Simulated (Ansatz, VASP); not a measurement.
HfTi3O8 in VASP and in Ansatz

The input INCAR:

```
  PREC = Accurate
  ENCUT = 520
  EDIFF = 1E-6
  ISMEAR = -1
  SIGMA = 0.02
  LREAL = False
  LASPH = True
  NELM = 80
  ALGO = Normal
  ISIF = 2
  LWAVE = False
  LCHARG = False
  GGA = PE
  NBANDS = 59
```

KPOINTS

```
Automatic mesh
0
Gamma
  6 6 4
```

The input POSCAR:

```
HfTi3O8
1.0
    3.2798867980     -3.3033058383      0.0000000000
    3.2798867980      3.3033058383      0.0000000000
    0.0000000000      0.0000000000      6.0534623837
Ti Hf O
3 1 8
Direct
    0.5000000000      0.5000000000      0.2553700898
    0.5000000000      0.5000000000      0.7446299102
    0.0000000000      0.0000000000      0.5000000000
    0.0000000000      0.0000000000      0.0000000000
    0.1998449373      0.1998449373      0.2634434675
    0.8001550627      0.8001550627      0.2634434675
    0.6867176153      0.3132823847      0.0000000000
    0.3132823847      0.6867176153      0.0000000000
    0.1998449373      0.1998449373      0.7365565325
    0.8001550627      0.8001550627      0.7365565325
    0.6946327173      0.3053672827      0.5000000000
    0.3053672827      0.6946327173      0.5000000000
```

Input for Ansatz:

```yaml
crystal:
  lattice:
    - [3.279886798, -3.3033058383, 0.0]
    - [3.279886798, 3.3033058383, 0.0]
    - [0.0, 0.0, 6.0534623837]
  atoms:
    - { symbol: Ti, position: [0.5, 0.5, 0.2553700898] }
    - { symbol: Hf, position: [0.0, 0.0, 0.0] }
    - { symbol: O, position: [0.1998449373, 0.1998449373, 0.2634434675] }
    - { symbol: O, position: [0.8001550627, 0.8001550627, 0.2634434675] }
    - { symbol: O, position: [0.6867176153, 0.3132823847, 0.0] }
    - { symbol: O, position: [0.3132823847, 0.6867176153, 0.0] }
    - { symbol: Ti, position: [0.5, 0.5, 0.7446299102] }
    - { symbol: Ti, position: [0.0, 0.0, 0.5] }
    - { symbol: O, position: [0.1998449373, 0.1998449373, 0.7365565325] }
    - { symbol: O, position: [0.8001550627, 0.8001550627, 0.7365565325] }
    - { symbol: O, position: [0.6946327173, 0.3053672827, 0.5] }
    - { symbol: O, position: [0.3053672827, 0.6946327173, 0.5] }
kpoints:
  mp_grid: { grid: [6, 6, 4] }
  band_path:
    path:
      - [[0.0, 0.0, 0.0], [-0.5, 0.5, -5.096098475883e-35], [-0.496467777147, 0.503532222853, -5.13624136512e-35]]
      - [[0.496467777147, 0.496467777147, -5.642240542879e-35], [0.0, 0.0, 0.0], [-1.246605386244e-51, 8.051596206084e-52, 0.5], [0.496467777147, 0.496467777147, 0.5]]
      - [[-0.496467777147, 0.503532222853, 0.5], [-0.5, 0.5, 0.5], [-0.5, 0.5, -5.096098475883e-35]]
      - [[0.0, 0.0, 0.0], [-6.862150366792e-18, 0.5, -5.389240953999e-35], [-6.862150366792e-18, 0.5, 0.5], [-1.246605386244e-51, 8.051596206084e-52, 0.5], [-0.5, 0.5, 0.5]]
    npoints: 10
hamiltonian:
  xc: pbe
scf:
  occupations: { method: fermi_dirac, width: 0.02 }
  n_extra_bands: 7
output:
  forces: true
  stress: true
  eigenvalues: true
```

Alike in both runs: task single point; functional PBE; k mesh 6 × 6 × 4; occupations fermi-dirac, width 0.02 eV; no spin polarisation.

|  | VASP | Ansatz |
| --- | --- | --- |
| version | VASP 6.6.1 | Ansatz 0.2.0 |
| potentials or method | VASP PAW PBE potentials, release 64 (Ti_sv, Hf_pv, O) | plane waves, PAW |
| plane-wave cutoff (eV) | 520 | 420 |
| valence electrons in the cell | 94 | 110 |

```tsv
	VASP	Ansatz	Ansatz less VASP
gap on the k mesh at the Fermi level (eV)	1.98	2.01	+0.031
pressure (GPa)	4.8	5.2	+0.33
rms of the force components (eV/Å)	0.061	0.028	-0.0336
```

The functional is the same, so the differences come from potentials, cutoffs and numerics. VASP's potentials hold 94 valence electrons a cell and Ansatz's 110, so a difference there can come from the potentials and not from the codes.

Spin-orbit coupling is off throughout.
